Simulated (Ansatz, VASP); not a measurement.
Na: VASP beside Ansatz

INCAR

```
SYSTEM = Na
ALGO = Normal
EDIFF = 1E-7
ENCUT = 520
GGA = PE
ISIF = 2
ISMEAR = -1
LASPH = .True.
LCHARG = .False.
LREAL = .False.
LWAVE = .False.
NBANDS = 22
NELM = 60
PREC = Accurate
SIGMA = 0.1
```

The input KPOINTS:

```
k-points
0
Gamma
  8 8 5
  0 0 0
```

Contents of POSCAR:

```
Na
1.0
    3.7745942718      0.0000000000      0.0000000000
   -1.8872971359      3.2688945284      0.0000000000
    0.0000000000      0.0000000000     12.0074978156
Na
4
Direct
    0.0000000000      0.0000000000      0.0000000000
    0.0000000000      0.0000000000      0.5000000000
    0.3333333333      0.6666666667      0.2500000000
    0.6666666667      0.3333333333      0.7500000000
```

Input for Ansatz:

```yaml
crystal:
  lattice:
    - [3.7745942718, 0.0, 0.0]
    - [-1.8872971359, 3.2688945284, 0.0]
    - [0.0, 0.0, 12.0074978156]
  atoms:
    - { symbol: Na, position: [0.0, 0.0, 0.0] }
    - { symbol: Na, position: [0.0, 0.0, 0.5] }
    - { symbol: Na, position: [0.3333333333, 0.6666666667, 0.25] }
    - { symbol: Na, position: [0.6666666667, 0.3333333333, 0.75] }
kpoints:
  mp_grid: { grid: [8, 8, 5] }
  band_path:
    path:
      - [0.0, 0.0, 0.0]
      - [0.5, 0.0, 0.0]
      - [0.3333333333, 0.3333333333, 0.0]
      - [0.0, 0.0, 0.0]
      - [0.0, 0.0, 0.5]
      - [0.5, 0.0, 0.5]
      - [0.3333333333, 0.3333333333, 0.5]
      - [0.0, 0.0, 0.5]
      - [0.5, 0.0, 0.5]
    npoints: 14
scf:
  occupations: { method: fermi_dirac, width: 0.1 }
hamiltonian:
  xc: pbe
  pseudopotentials: { kind: all_electron, lapw: { basis_error: 0.001 } }
output:
  forces: true
  stress: true
  eigenvalues: true
  populations: true
  dos: { projected: true, de: 0.2, e_range: [-14, 8] }
```

Alike in both runs: task single point; functional PBE; k mesh 8 × 8 × 5; occupations fermi-dirac, width 0.1 eV; no spin polarisation.

```csv
,VASP,Ansatz
version,VASP 6.6.1,Ansatz 0.2.0
potentials or method,"VASP PAW PBE potentials, release 64 (Na_pv), cutoff 520 eV","all-electron LAPW, scalar-relativistic"
```

```csv
,VASP,Ansatz,Ansatz less VASP
pressure (GPa),0.0,0.0,+0.02
```

Ansatz ran all-electron here, and VASP with PAW potentials.
